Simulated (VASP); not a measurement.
Lu, 1 atom in the cell. It takes space group P6/mmm (No. 191, hexagonal). Conventional cell: a = 2.535 Å, b = 2.535 Å, c = 2.507 Å, α = 90.00°, β = 90.00°, γ = 120.00°. Within 3.3 Å of Lu (site symmetry 6/mmm) lie 8 Lu at 2.51 to 2.54 Å. This isn't the form of Lu at room conditions, which is hcp.

| Property | Result |
| --- | --- |
| Program | VASP 6.6.1 |
| Task | relaxation of shape and atoms at fixed volume |
| Functional | PBE |
| Potentials or basis | VASP PAW PBE potentials, release 64 (Lu) |
| Cutoff | 600 eV |
| k mesh | 13 × 13 × 12 |
| Occupations | fermi-dirac, width 0.08 eV |
| Spin | no spin polarisation |
| Dipole correction | no |
| Further INCAR settings | ALGO = Normal; EDIFF = 1e-06; IBRION = 2; EDIFFG = -0.005; NSW = 50; ISIF = 4 |

Potentials or basis: VASP PAW PBE potentials, release 64 (Lu).

Command:

```console
$ cat potpaw_PBE.64/Lu/POTCAR > POTCAR
$ mpirun -np 1 vasp_std > vasp.out
```

Hardware: 1 thread of Intel(R) Xeon(R) 6975P-C (Granite Rapids), on a shared host.

**Question.** Estimate the wall time of this run.

**Answer.** Run time: 100 s on 1 thread of Intel(R) Xeon(R) 6975P-C (Granite Rapids), on a shared host, peak memory 0.17 GiB. Counts: scf iterations 73, k points 147, ion steps 20.
